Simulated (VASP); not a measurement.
The system is YN.

```
Y N
1.0
     0.00000    2.44805    2.44805
     2.44805    0.00000    2.44805
     2.44805    2.44805    0.00000
Y N
1 1
Direct
  0.00000 0.00000 0.00000
  0.50000 0.50000 0.50000
```

Base run:

| Item | Value |
| --- | --- |
| Program | VASP 6.6.1 |
| Functional | r2SCAN |
| Potentials or basis | VASP PAW PBE potentials, release 64 (Y_sv, N) |
| Cutoff | 660 eV |
| k mesh | 8 × 8 × 8 |
| Occupations | gaussian, width 0.01 eV |
| Spin | no spin polarisation |

Its results: band gap on the k mesh 0.59 eV (least direct gap 1.00 eV); pressure 0.2 GPa.

Q: The run is repeated on the same cell with these changes: functional from r2SCAN to PBE; cutoff from 660 eV to 600 eV. What comes out?

A: Band gap on the k mesh 0.19 eV (least direct gap 0.59 eV); pressure 0.8 GPa.

Caveats: semilocal functionals underestimate gaps, and a narrow one can read as zero; the PAW data sets were made with another functional, which shifts forces and pressure a little (at least some runs).

A k mesh can miss the band edges.
